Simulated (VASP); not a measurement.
Set up this calculation in VASP 6.6.1, as the native input.

* Task: single point
* Functional: PBE
* Potentials or basis: VASP PAW PBE potentials, release 64 (Y_sv, Li_sv)
* Cutoff: 520 eV
* k mesh: 6 × 6 × 6
* Occupations: fermi-dirac, width 0.0107 eV
* Spin: no spin polarisation
* Dipole correction: no
* Further INCAR settings: ALGO = Normal; EDIFF = 1e-06; NBANDS = 46

The structure of LiY3 lies in POSCAR:

```
LiY3
1.0
    6.7074380000      0.0000000000      0.0000000000
   -3.3537190000      5.8088130000      0.0000000000
    0.0000000000      0.0000000000      5.4142110000
Y Li
6 2
Direct
    0.8330000000      0.1670000000      0.2500000000
    0.6660000000      0.8330000000      0.7500000000
    0.8330000000      0.6660000000      0.2500000000
    0.1670000000      0.8330000000      0.7500000000
    0.3340000000      0.1670000000      0.2500000000
    0.1670000000      0.3340000000      0.7500000000
    0.3333000000      0.6667000000      0.2500000000
    0.6666000000      0.3333000000      0.7500000000
```

These files were run (other wordings do the same):

INCAR

```
ALGO = Normal
EDIFF = 1E-6
ENCUT = 520
GGA = PE
ISIF = 2
ISMEAR = -1
LASPH = T
LCHARG = F
LREAL = F
LUSENCCL = F
LWAVE = F
NBANDS = 46
NELM = 60
PREC = Accurate
SIGMA = 0.0107
```

KPOINTS

```
k-points
0
Gamma
  6 6 6
```

Potentials or basis: VASP PAW PBE potentials, release 64 (Y_sv, Li_sv).

Launch:

```console
$ cat potpaw_PBE.64/Y_sv/POTCAR potpaw_PBE.64/Li_sv/POTCAR > POTCAR
$ mpirun -np 1 vasp_std > vasp.out
```

It gave:

* Largest force: 0.313 eV/Å
* Band gap on the k mesh: zero (band 36 reaches 3.29 eV, above the bottom of band 37 at 2.97 eV)

Run time: 4.7 min on 1 × NVIDIA H100 80GB with 1 thread of AMD EPYC 7R13 Processor (Zen 3) (shared host), peak memory 1.6 GiB.
